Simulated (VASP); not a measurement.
Here is a VASP 6.6.1 calculation.

Contents of INCAR:

```
SYSTEM = MgI2
ALGO     = Normal         ! electronic algorithm
EDIFF    = 1E-7           ! SCF threshold, eV
ENCUT    = 520            ! plane-wave cutoff, eV
GGA      = PS             ! functional
ISIF     = 2              ! what is computed and relaxed
ISMEAR   = 0              ! smearing method
LASPH    = .True.         ! aspherical terms in the spheres
LCHARG   = .True.         ! write CHGCAR
LELF     = .True.         ! ELF
LREAL    = .False.        ! projectors in reciprocal space
LVHAR    = .True.       
LWAVE    = .False.        ! write WAVECAR
NBANDS   = 15             ! bands
NELM     = 60             ! most SCF steps
PREC     = Accurate       ! precision mode
SIGMA    = 0.02           ! smearing width, eV
```

KPOINTS

```
k-points
0
Gamma
  6 6 4
  0 0 0
```

POSCAR

```
MgI2
1.0
    3.9448428829      0.0000000000      0.0000000000
   -1.9724214414      3.4163341505      0.0000000000
    0.0000000000      0.0000000000      7.1939432935
Mg I
1 2
Direct
    0.0000000000      0.0000000000      0.0000000000
    0.3333333333      0.6666666667      0.7588145911
    0.6666666667      0.3333333333      0.2411854089
```

Potentials or basis: VASP PAW PBE potentials, release 64 (Mg, I).

Launch:

```sh
$ cat potpaw_PBE.64/Mg/POTCAR potpaw_PBE.64/I/POTCAR > POTCAR
$ mpirun -np 1 vasp_std > vasp.out
```

Problem. Predict the pressure.

Solution. 2.0 GPa.

Problem. What does it give for the band gap on the k mesh?

Solution. 3.29 eV, indirect (least direct gap 3.69 eV).

Stress tensor (GPa, compression positive):
```
 3.07  0.00  0.00
 0.00  3.07  0.00
 0.00  0.00 -0.01
```

Caveat: the cell differs from its parent crystal (biaxial strain in the a-b plane: -4.5 %, then relaxed in part); the PAW data sets were made with another functional, which shifts forces and pressure a little; spin-orbit coupling is left out, which moves the levels of the heavy elements; this functional lacks dispersion, which binds the layers, so the pressure and a relaxed spacing across them are unreliable. A k mesh can miss the band edges.
